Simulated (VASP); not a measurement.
# Mg (P6_3/mmc) in VASP: further runs

The runs below take Mg through single point, with r2SCAN.

All numbers are computed with VASP 6.6.1; they aren't measurements. Logs are shortened: lines on timing, memory, paths and dates and some standing lists are left out, and cuts for length are marked.

## 1. The cell of the first run

Symmetry: P6_3/mmc, No. 194, hexagonal system. The conventional cell has a = 3.203 Å, b = 3.203 Å, c = 5.149 Å, α = 90.00°, β = 90.00°, γ = 120.00°. Mg (site symmetry -6m2) has 12 Mg at 3.17 to 3.20 Å within 4.2 Å.

## 2. Single point, r2SCAN (22.88 Å³/atom)

POSCAR

```
Mg
1.0
    3.2032193376      0.0000000000      0.0000000000
   -1.6016096688      2.7740693203      0.0000000000
    0.0000000000      0.0000000000      5.1487068239
Mg
2
Direct
    0.3333333333      0.6666666667      0.7500000000
    0.6666666667      0.3333333333      0.2500000000
```

INCAR.step1

```
SYSTEM = Mg
ALGO     = Normal         ! electronic algorithm
EDIFF    = 1E-4           ! SCF threshold, eV
ENCUT    = 520            ! plane-wave cutoff, eV
GGA      = PE             ! functional
ISMEAR   = 0              ! smearing method
LASPH    = .TRUE.         ! aspherical terms in the spheres
LCHARG   = .FALSE.        ! write CHGCAR
LREAL    = .FALSE.        ! projectors in reciprocal space
LWAVE    = .TRUE.         ! write WAVECAR
NBANDS   = 9              ! bands
NELM     = 60             ! most SCF steps
PREC     = Accurate       ! precision mode
SIGMA    = 0.05           ! smearing width, eV
```

INCAR.step2

```
SYSTEM = Mg
ALGO     = Normal         ! electronic algorithm
EDIFF    = 1E-6           ! SCF threshold, eV
ENCUT    = 520            ! plane-wave cutoff, eV
ISIF     = 2              ! what is computed and relaxed
ISMEAR   = 0              ! smearing method
ISTART   = 1            
LASPH    = .TRUE.         ! aspherical terms in the spheres
LCHARG   = .FALSE.        ! write CHGCAR
LMIXTAU  = .TRUE.       
LREAL    = .FALSE.        ! projectors in reciprocal space
LWAVE    = .FALSE.        ! write WAVECAR
METAGGA  = R2SCAN         ! meta-GGA
NBANDS   = 9              ! bands
NELM     = 60             ! most SCF steps
PREC     = Accurate       ! precision mode
SIGMA    = 0.05           ! smearing width, eV
```

KPOINTS

```
k-points
0
G
  16 16 8
  0 0 0
```

Potentials or basis: VASP PAW PBE potentials, release 64 (Mg).

Run with:

```sh
> cat potpaw_PBE.64/Mg/POTCAR > POTCAR
> cp INCAR.step1 INCAR
> mpirun -np 1 vasp_std > vasp.out
> cp INCAR.step2 INCAR
> mpirun -np 1 vasp_std > vasp.out
```

OUTCAR:

```text
SYSTEM = Mg
   EDIFF = 1E-6
   ENCUT = 520
   ISIF = 2
   ISMEAR = 0
   ISTART = 1
   LASPH = .TRUE.
   LREAL = .FALSE.
   METAGGA = R2SCAN
   NELM = 60
   PREC = Accurate

 ion  position               nearest neighbor table
   1  0.333  0.667  0.750-   2 3.17   2 3.17   2 3.17   2 3.17   2 3.17   2 3.17
   2  0.667  0.333  0.250-   1 3.17   1 3.17   1 3.17   1 3.17   1 3.17   1 3.17

  LATTYP: Found a hexagonal cell.
 ALAT       =     3.2032193376
 C/A-ratio  =     1.6073538154

  Lattice vectors:

 A1 = (   3.2032193376,   0.0000000000,   0.0000000000)
 A2 = (  -1.6016096688,   2.7740693203,   0.0000000000)
 A3 = (   0.0000000000,   0.0000000000,   5.1487068239)

Analysis of symmetry for initial positions (statically):
=====================================================================
 Subroutine PRICEL returns:
 Original cell was already a primitive cell.

 Routine SETGRP: Setting up the symmetry group for a
 hexagonal supercell.

 Subroutine GETGRP returns: Found 24 space group operations
 (whereof 12 operations were pure point group operations)
 out of a pool of 24 trial point group operations.

The static configuration has the point symmetry D_3d.
 The point group associated with its full space group is D_6h.

Analysis of symmetry for dynamics (positions and initial velocities):
=====================================================================
 Subroutine PRICEL returns:
 Original cell was already a primitive cell.

 Routine SETGRP: Setting up the symmetry group for a
 hexagonal supercell.

 Subroutine GETGRP returns: Found 24 space group operations
 (whereof 12 operations were pure point group operations)
 out of a pool of 24 trial point group operations.

The dynamic configuration has the point symmetry D_3d.
 The point group associated with its full space group is D_6h.

 Subroutine INISYM returns: Found 24 space group operations
 (whereof 12 operations are pure point group operations),
 and found     1 'primitive' translations

----------------------------------------------------------------------------------------

                                     Primitive cell

  volume of cell :      45.7512

  direct lattice vectors                    reciprocal lattice vectors
     3.203219338  0.000000000  0.000000000     0.312185928  0.180240629  0.000000000
    -1.601609669  2.774069320  0.000000000     0.000000000  0.360481259  0.000000000
     0.000000000  0.000000000  5.148706824     0.000000000  0.000000000  0.194223527

  length of vectors
     3.203219338  3.203219338  5.148706824     0.360481259  0.360481259  0.194223527

  position of ions in fractional coordinates (direct lattice)
[... 82 lines left out ...]
   NSW    =      0    number of steps for IOM
   IBRION =     -1    ionic relax: 0-MD 1-quasi-New 2-CG
   NFREE  =      0    steps in history (QN), initial steepest desc. (CG)
   ISIF   =      2    stress and relaxation
   ISYM   =      2    0-nonsym 1-usesym 2-fastsym
   POTIM  = 0.5000    time-step for ionic-motion
   TEBEG  =    0.0;   TEEND  =   0.0 temperature during run
   PSTRESS=    0.0 pullay stress
   NELECT =       4.0000    total number of electrons
   NUPDOWN=      -1.0000    fix difference up-down
   EMIN   =  10.00;   EMAX   =-10.00  energy-range for DOS
   EFERMI =   0.00;   METHOD = LEGACY
   ISMEAR =     0;   SIGMA  =   0.05  broadening in eV -4-tet -1-fermi 0-gaus
   EFERMI_NEDOS =   21; number of points for ismear=-14 and -15
   IALGO  =     38    algorithm
   IMIX   =      4    mixing-type and parameters
     AMIX     =   0.40;   BMIX     =  1.00
     AMIX_MAG =   1.60;   BMIX_MAG =  1.00
  volume/ion in A,a.u.               =      22.88       154.37
  Fermi-wavevector in a.u.,A,eV,Ry     =   0.726598  1.373071  7.183120  0.527944
  Thomas-Fermi vector in A             =   1.817611
   LORBIT       =      0    0 simple, 1 ext, 2 COOP (PROOUT), +10 PAW based schemes
   METAGGA = R2SCAN    functional components
   LHFCALC =     F    Hartree Fock is set to
   AEXX    =    0.0000 exact exchange contribution
   IVDW    =     0    specifies the selected vdW correction
   LEPSILON=     F    determine dielectric tensor
   LRPA    =     F    only Hartree local field effects (RPA)
 non-spin polarized calculation
 Gauss-broadening in eV      SIGMA  =   0.05
  energy-cutoff  :      520.00
  volume of cell :       45.75
 maximum number of plane-waves:      1256
 NGX is ok and might be reduce to    24
   NGX = 11   NGY = 11   NGZ = 19

 number of electron       4.0000000 magnetization

 Free energy of the ion-electron system (eV)
  ---------------------------------------------------
  ext. energy  EPLUGINS =         0.00000000
  ---------------------------------------------------
  free energy    TOTEN  =        -8.29014964 eV

  energy without entropy =       -8.28873096  energy(sigma->0) =       -8.28944030

 E-fermi :   2.6733     XC(G=0):  -9.0501

 val. band max:        2.6675123825   @ k =   0.3125   0.2500   0.2500
 cond. band min:       2.6737880143   @ k =   0.3125   0.3125   0.2500
 fundamental gap:      0.0062756318
 Fermi energy:         2.6733069721

 k-point     1 :       0.0000    0.0000    0.0000
  band No.  band energies     occupation
      1      -4.7393      2.00000
      2       0.8109      2.00000
      3       1.5666      2.00000
      4      14.2765      0.00000
      5      14.2765      0.00000
      6      14.4151      0.00000
      7      14.4151      0.00000
      8      15.3345      0.00000
      9      17.0492      0.00000
[... 265 lines left out ...]
 k-point    24 :       0.2500    0.1875    0.0000
  band No.  band energies     occupation
      1      -1.7654      2.00000
      2       3.6023      0.00000
      3       3.7344      0.00000
      4       4.8713      0.00000
      5       6.2228      0.00000
      6       9.6299      0.00000
      7      10.8542      0.00000
      8      10.9925      0.00000
      9      12.3960      0.00000

 [... further k-points ...]
[... 5 lines left out ...]
  --------------------------------------------------------------------------------------
  -------------------------------------------------------------------------------------
  Total       -0.2177963     -0.2177963     -0.2235055      0.0000000     -0.0000000      0.0000000
  in kB       -7.6270914     -7.6270914     -7.8270243      0.0000000     -0.0000000      0.0000000
  external PRESSURE =      -7.6937357 kB  Pullay stress =       0.0000000 kB

 VOLUME and BASIS-vectors are now :
 -----------------------------------------------------------------------------
  energy-cutoff  :      520.00
  volume of cell :       45.75
      direct lattice vectors                 reciprocal lattice vectors
     3.203219338  0.000000000  0.000000000     0.312185928  0.180240629  0.000000000
    -1.601609669  2.774069320  0.000000000     0.000000000  0.360481259  0.000000000
     0.000000000  0.000000000  5.148706824     0.000000000  0.000000000  0.194223527

 POSITION                                       TOTAL-FORCE (eV/Angst)
 -----------------------------------------------------------------------------------
     -0.00000      1.84938      3.86153         0.000000     -0.000000      0.000000
      1.60161      0.92469      1.28718        -0.000000      0.000000      0.000000
 -----------------------------------------------------------------------------------
    total drift:                                0.000000     -0.000000      0.000000

  FREE ENERGIE OF THE ION-ELECTRON SYSTEM (eV)
  ---------------------------------------------------
  free  energy   TOTEN  =        -8.2901496441 eV

  energy  without entropy=       -8.2887309589  energy(sigma->0) =       -8.28944030
```

OUTCAR.step1:

```text
SYSTEM = Mg
   EDIFF = 1E-4
   ENCUT = 520
   GGA = PE
   ISMEAR = 0
   LASPH = .TRUE.
   LREAL = .FALSE.
[... 512 lines left out ...]
     -0.00000      1.84938      3.86153         0.000000      0.000000      0.000000
      1.60161      0.92469      1.28718        -0.000000     -0.000000      0.000000
 -----------------------------------------------------------------------------------
    total drift:                                0.000000     -0.000000      0.000000

  FREE ENERGIE OF THE ION-ELECTRON SYSTEM (eV)
  ---------------------------------------------------
  free  energy   TOTEN  =        -3.0089886394 eV

  energy  without entropy=       -3.0077943231  energy(sigma->0) =       -3.00839148
```

OSZICAR.step1:

```text
N       E                     dE             d eps       ncg     rms          rms(c)
DAV:   1    -0.324812474117E+00   -0.32481E+00   -0.12927E+03  2700   0.314E+02
DAV:   2    -0.298079592178E+01   -0.26560E+01   -0.25841E+01  3648   0.270E+01
DAV:   3    -0.302244799222E+01   -0.41652E-01   -0.41524E-01  3499   0.276E+00
DAV:   4    -0.302257128062E+01   -0.12329E-03   -0.12328E-03  3567   0.155E-01
DAV:   5    -0.302257180029E+01   -0.51967E-06   -0.51992E-06  3313   0.886E-03    0.960E-01
DAV:   6    -0.301645006220E+01    0.61217E-02   -0.60005E-04  3150   0.192E-01    0.615E-01
DAV:   7    -0.300897649692E+01    0.74736E-02   -0.23399E-03  2806   0.332E-01    0.340E-02
DAV:   8    -0.300898863943E+01   -0.12143E-04   -0.15595E-05  2092   0.242E-02
   1 F= -.30089886E+01 E0= -.30083915E+01  d E =-.119432E-02
```

It took 3.2 min on 1 thread of Intel Xeon 8259CL, shared host; peak memory 0.2 GiB.

Results:

- Free energy: -8.2901 eV
- Pressure: -0.8 GPa
- Band gap on the k mesh: zero (bands 2 and 3 overlap by 2.11 eV)

Caveat: the PAW data sets were made with another functional, which shifts forces and pressure a little.

## 3. Single point, r2SCAN

This run uses another cell than the first one, of 22.98 Å³/atom.

POSCAR

```
Mg
1.0
    3.2061295203      0.0000000000      0.0000000000
   -1.6030647602      2.7765896124      0.0000000000
    0.0000000000      0.0000000000      5.1628602427
Mg
2
Direct
    0.3333333333      0.6666666667      0.7500000000
    0.6666666667      0.3333333333      0.2500000000
```

INCAR.step1

```
PREC     = Accurate       # precision mode
ENCUT    = 520            # plane-wave cutoff, eV
ISMEAR   = 0              # smearing method
SIGMA    = 0.05           # smearing width, eV
LREAL    = False          # projectors in reciprocal space
LASPH    = True           # aspherical terms in the spheres
NELM     = 80             # most SCF steps
NBANDS   = 9              # bands
GGA      = PE             # functional
ALGO     = Normal         # electronic algorithm
EDIFF    = 1E-4           # SCF threshold, eV
LWAVE    = True           # write WAVECAR
LCHARG   = False          # write CHGCAR
```

INCAR.step2

```
PREC     = Accurate       # precision mode
ENCUT    = 520            # plane-wave cutoff, eV
EDIFF    = 1E-6           # SCF threshold, eV
ISMEAR   = 0              # smearing method
SIGMA    = 0.05           # smearing width, eV
LREAL    = False          # projectors in reciprocal space
LASPH    = True           # aspherical terms in the spheres
NELM     = 80             # most SCF steps
ALGO     = Normal         # electronic algorithm
ISIF     = 2              # what is computed and relaxed
LWAVE    = False          # write WAVECAR
LCHARG   = False          # write CHGCAR
METAGGA  = R2SCAN         # meta-GGA
LMIXTAU  = True         
NBANDS   = 9              # bands
ISTART   = 1
```

KPOINTS

```
regular mesh
0
Gamma
  16 16 8
```

Potentials or basis: VASP PAW PBE potentials, release 64 (Mg).

Run with:

```sh
> cat potpaw_PBE.64/Mg/POTCAR > POTCAR
> cp INCAR.step1 INCAR
> mpirun -np 1 vasp_std > vasp.out
> cp INCAR.step2 INCAR
> mpirun -np 1 vasp_std > vasp.out
```

It took 3.1 min on 1 thread of Intel Xeon 8259CL, shared host; peak memory 0.21 GiB.

Results (log left out):

```yaml
Free_energy: -8.2890 eV
Pressure: -0.9 GPa
Band_gap_on_the_k_mesh: zero (bands 2 and 3 overlap by 2.13 eV)
```

Stress tensor (GPa, compression positive):
```
-0.88  0.00  0.00
 0.00 -0.88  0.00
 0.00  0.00 -1.06
```

Levels at points of the mesh, in eV from the Fermi level:
| k point | band 1 | band 2 | band 3 | band 4 | band 5 |
| --- | --- | --- | --- | --- | --- |
| (0.00, 0.00, 0.00) | -7.40 | -1.87 | -1.13 | 11.59 | 11.59 |
| (0.50, 0.00, 0.00) | -2.40 | -2.25 | 2.82 | 3.12 | 3.62 |
| (0.00, 0.00, 0.50) | -5.90 | -5.90 | 5.51 | 5.51 | 12.36 |
| (0.50, 0.00, 0.50) | -1.27 | -1.27 | -0.41 | -0.41 | 8.52 |

Caveat: the PAW data sets were made with another functional, which shifts forces and pressure a little.
